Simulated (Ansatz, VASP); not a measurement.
# Pb in VASP and in Ansatz

```
Pb
1.0
     0.00000    2.47502    2.47502
     2.47502    0.00000    2.47502
     2.47502    2.47502    0.00000
Pb
1
Direct
  0.00000 0.00000 0.00000
```

Alike in both runs: task single point; functional revPBE; dispersion D3(BJ); k mesh 9 × 9 × 9; occupations fermi-dirac, width 0.05 eV; no spin polarisation.

|  | VASP | Ansatz |
| --- | --- | --- |
| version | VASP 6.6.1 | Ansatz 0.2.0 |
| potentials or method | VASP PAW PBE potentials, release 64 (Pb_d) | Ansatz PAW |
| plane-wave cutoff (eV) | 520 | 420 |
| valence electrons in the cell | 14 | 14 |

```tsv
	VASP	Ansatz	Ansatz less VASP
gap on the k mesh at the Fermi level (eV)	none	none	-
pressure (GPa)	-0.6	-0.6	+0.06
```

VASP's potentials were made for PBE, not for revPBE. A gap of «none» marks a metal or a gap that the smearing closes.

Spin-orbit coupling is off throughout.
